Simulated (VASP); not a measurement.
A run of VASP 6.6.1 is set up as follows.

INCAR

```
AGGAC = 1.0
AGGAX = 1.0
ALDAC = 0.0
ALDAX = 1.0
ALGO = Fast
EDIFF = 1E-6
ENCUT = 520
GGA = B5
ISIF = 2
ISMEAR = -1
LASPH = True
LCHARG = True
LELF = True
LREAL = False
LVHAR = True
LWAVE = False
NBANDS = 19
NELM = 60
PREC = Accurate
SIGMA = 0.05
```

File KPOINTS:

```
k-points
0
Gamma
  7 7 7
```

POSCAR

```
TaTl
1.0
    3.6221205400      0.0000000000      0.0000000000
    0.0000000000      3.6221205400      0.0000000000
    0.0000000000      0.0000000000      3.6221205400
Ta Tl
1 1
Direct
    0.0000000000      0.0000000000      0.0000000000
    0.5000000000      0.5000000000      0.5000000000
```

Potentials or basis: VASP PAW PBE potentials, release 64 (Ta_pv, Tl_d).

Launch:

```sh
$ cat potpaw_PBE.64/Ta_pv/POTCAR potpaw_PBE.64/Tl_d/POTCAR > POTCAR
$ mpirun -np 1 vasp_std > vasp.out
```

Q: Predict the band gap on the k mesh.

A: Zero (bands 12 and 13 overlap by 2.02 eV).

Q: What does it give for the pressure?

A: -7.9 GPa.

Caveat: the cell stands under tension; the PAW data sets were made with another functional, which shifts forces and pressure a little; spin-orbit coupling is left out, which moves the levels of the heavy elements.
